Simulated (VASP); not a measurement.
# V (P6_3/mmc) in VASP: notebook, part 2 of 2

VASP 6.6.1. The steps go on from the part before.

### 3 Single point, RPBE (volume scaled by 1.12)

INCAR reads:

```
PREC     = Accurate       # precision mode
ENCUT    = 520            # plane-wave cutoff, eV
EDIFF    = 1E-6           # SCF threshold, eV
ISMEAR   = -1             # smearing method
SIGMA    = 0.1            # smearing width, eV
LREAL    = False          # projectors in reciprocal space
LASPH    = True           # aspherical terms in the spheres
NELM     = 80             # most SCF steps
ALGO     = Normal         # electronic algorithm
ISIF     = 2              # what is computed and relaxed
LWAVE    = False          # write WAVECAR
LCHARG   = True           # write CHGCAR
GGA      = RP             # functional
LELF     = True           # ELF
LVHAR    = True         
NBANDS   = 34             # bands
```

KPOINTS reads:

```
regular mesh
0
Gamma
  15 15 4
```

POSCAR reads:

```
V
1.0
    2.7601781033      0.0000000000      0.0000000000
   -1.3800890517      2.3903843564      0.0000000000
    0.0000000000      0.0000000000      9.6504558812
V
4
Direct
    0.0000000000      0.0000000000      1.0000000000
    1.0000000000      0.0000000000      0.5000000000
    0.3333333333      0.6666666667      0.2500000000
    0.6666666667      0.3333333333      0.7500000000
```

Potentials or basis: VASP PAW PBE potentials, release 64 (V_sv).

Run with:

```bash
> cat potpaw_PBE.64/V_sv/POTCAR > POTCAR
> mpirun -np 1 vasp_std > vasp.out
```

OUTCAR:

```text
PREC = Accurate
   ENCUT = 520
   EDIFF = 1E-6
   ISMEAR = -1
   LREAL = False
   LASPH = True
   NELM = 80
   ISIF = 2
   GGA = RP

 ion  position               nearest neighbor table
   1  0.000  0.000  0.000-   3 2.89   4 2.89   4 2.89   3 2.89   4 2.89   3 2.89
   2  0.000  0.000  0.500-   3 2.89   4 2.89   4 2.89   3 2.89   4 2.89   3 2.89
   3  0.333  0.667  0.250-   1 2.89   2 2.89   1 2.89   2 2.89   1 2.89   2 2.89
   4  0.667  0.333  0.750-   1 2.89   2 2.89   1 2.89   2 2.89   1 2.89   2 2.89

  LATTYP: Found a hexagonal cell.
 ALAT       =     2.7601781033
 C/A-ratio  =     3.4963163680

  Lattice vectors:

 A1 = (   2.7601781033,   0.0000000000,   0.0000000000)
 A2 = (  -1.3800890517,   2.3903843564,   0.0000000000)
 A3 = (   0.0000000000,   0.0000000000,   9.6504558812)

Analysis of symmetry for initial positions (statically):
=====================================================================
 Subroutine PRICEL returns:
 Original cell was already a primitive cell.

 Routine SETGRP: Setting up the symmetry group for a
 hexagonal supercell.

 Subroutine GETGRP returns: Found 24 space group operations
[... 166 lines left out ...]
  ---------------------------------------------------
  free energy    TOTEN  =       -32.91136459 eV

  energy without entropy =      -32.65581183  energy(sigma->0) =      -32.78358821

 E-fermi :   8.1650     XC(G=0): -11.8986

 val. band max:        8.1622268631   @ k =   0.2667   0.2000   0.5000
 cond. band min:       8.1777205136   @ k =   0.0667   0.0667   0.2500
 fundamental gap:      0.0154936505
 Fermi energy:         8.1649814147

 k-point     1 :       0.0000    0.0000    0.0000
  band No.  band energies     occupation
      1     -56.1698      2.00000
      2     -56.1493      2.00000
      3     -56.1127      2.00000
      4     -56.0920      2.00000
      5     -30.0937      2.00000
      6     -29.8853      2.00000
[... 877 lines left out ...]
     33      10.2787      0.00000
     34      10.4211      0.00000

 [... further k-points ...]
[... 5 lines left out ...]
  --------------------------------------------------------------------------------------
  -------------------------------------------------------------------------------------
  Total       -5.7857059     -5.7857059     -5.7895332      0.0000000     -0.0000000     -0.0000000
  in kB     -145.5842062   -145.5842062   -145.6805103      0.0000000     -0.0000000     -0.0000000
  external PRESSURE =    -145.6163075 kB  Pullay stress =       0.0000000 kB

 VOLUME and BASIS-vectors are now :
 -----------------------------------------------------------------------------
  energy-cutoff  :      520.00
  volume of cell :       63.67
      direct lattice vectors                 reciprocal lattice vectors
     2.760178103  0.000000000  0.000000000     0.362295462  0.209171382  0.000000000
    -1.380089052  2.390384356  0.000000000     0.000000000  0.418342765  0.000000000
     0.000000000  0.000000000  9.650455881     0.000000000  0.000000000  0.103622048

 POSITION                                       TOTAL-FORCE (eV/Angst)
 -----------------------------------------------------------------------------------
      0.00000      0.00000      0.00000        -0.000000      0.000000      0.000000
      0.00000      0.00000      4.82523        -0.000000      0.000000      0.000000
     -0.00000      1.59359      2.41261        -0.000000      0.000000     -0.000000
      1.38009      0.79679      7.23784         0.000000     -0.000000      0.000000
 -----------------------------------------------------------------------------------
    total drift:                               -0.000000      0.000000      0.000000

  FREE ENERGIE OF THE ION-ELECTRON SYSTEM (eV)
  ---------------------------------------------------
  free  energy   TOTEN  =       -32.9113645949 eV

  energy  without entropy=      -32.6558118339  energy(sigma->0) =      -32.78358821
```

OSZICAR:

```text
N       E                     dE             d eps       ncg     rms          rms(c)
DAV:   1     0.754866059497E+03    0.75487E+03   -0.30408E+04  5532   0.175E+03
DAV:   2    -0.365093789853E+01   -0.75852E+03   -0.74589E+03  5516   0.592E+02
DAV:   3    -0.380881964938E+02   -0.34437E+02   -0.33088E+02  7354   0.139E+02
DAV:   4    -0.388426690224E+02   -0.75447E+00   -0.74847E+00  6458   0.198E+01
DAV:   5    -0.388616230172E+02   -0.18954E-01   -0.18906E-01  7236   0.286E+00    0.285E+01
DAV:   6    -0.329753103582E+02    0.58863E+01   -0.35067E+01  5978   0.440E+01    0.310E+00
DAV:   7    -0.330233981159E+02   -0.48088E-01   -0.85232E-01  7168   0.773E+00    0.363E+00
DAV:   8    -0.329709581051E+02    0.52440E-01   -0.10211E+00  7386   0.606E+00    0.262E+00
DAV:   9    -0.329122234512E+02    0.58735E-01   -0.21023E-01  7476   0.343E+00    0.314E-01
DAV:  10    -0.329113714824E+02    0.85197E-03   -0.91882E-03  6452   0.850E-01    0.104E-01
DAV:  11    -0.329113686252E+02    0.28573E-05   -0.65495E-04  6880   0.189E-01    0.604E-02
DAV:  12    -0.329113697203E+02   -0.10951E-05   -0.76253E-05  7176   0.783E-02    0.145E-02
DAV:  13    -0.329113654018E+02    0.43185E-05   -0.73415E-06  6370   0.274E-02    0.598E-03
DAV:  14    -0.329113645949E+02    0.80687E-06   -0.99126E-07  3608   0.772E-03
   1 F= -.32911365E+02 E0= -.32783588E+02  d E =-.255553E+00
```

Wall time 97 s (1 thread of Intel Xeon Platinum 8488C (Sapphire Rapids), shared host); peak memory 0.26 GiB.

Results:

| Property | Result |
| --- | --- |
| Free energy | -32.9114 eV |
| Pressure | -14.6 GPa |
| Band gap on the k mesh | zero (band 26 reaches 8.44 eV, above the bottom of band 27 at 7.66 eV) |

Caveat: the PAW data sets were made with another functional, which shifts forces and pressure a little.
